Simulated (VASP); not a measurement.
A run of VASP 6.6.1 is set up as follows.

File INCAR:

```
SYSTEM = CsCl
ALGO = Normal ; EDIFF = 1E-8
ENCUT = 500 ; GGA = PS
GGA_COMPAT = .FALSE. ; IBRION = 6
ISIF = 3 ; ISMEAR = 0
LASPH = .TRUE. ; LCHARG = .FALSE.
LREAL = .FALSE. ; LWAVE = .FALSE.
NELM = 120 ; NFREE = 2
NSW = 1 ; POTIM = 0.015
PREC = Accurate ; SIGMA = 0.01
```

The input KPOINTS:

```
k-points
0
G
  6 6 6
  0 0 0
```

The input POSCAR:

```
CsCl
1.0
    3.9529296348      0.0000000000      0.0000000000
    0.0000000000      3.9529296348      0.0000000000
    0.0000000000      0.0000000000      3.9529296348
Cs Cl
1 1
Direct
    0.0000000000      0.0000000000      0.0000000000
    0.5000000000      0.5000000000      0.5000000000
```

Potentials or basis: VASP PAW PBE potentials, release 64 (Cs_sv, Cl).

Run with:

```bash
$ cat potpaw_PBE.64/Cs_sv/POTCAR potpaw_PBE.64/Cl/POTCAR > POTCAR
$ mpirun -np 1 vasp_std > vasp.out
```

(1) What does it give for the elastic constants C11, C12, C44?

(2) What does it give for the Voigt bulk modulus?

(3) Estimate the highest phonon frequency at Γ, LO-TO splitting left out.

Answers

(1) 48, 17, 16 GPa.

(2) 27 GPa.

(3) 120 cm⁻¹.

Caveat: the cell is under stress, which shifts elastic constants; the PAW data sets were made with another functional, which shifts forces and pressure a little.
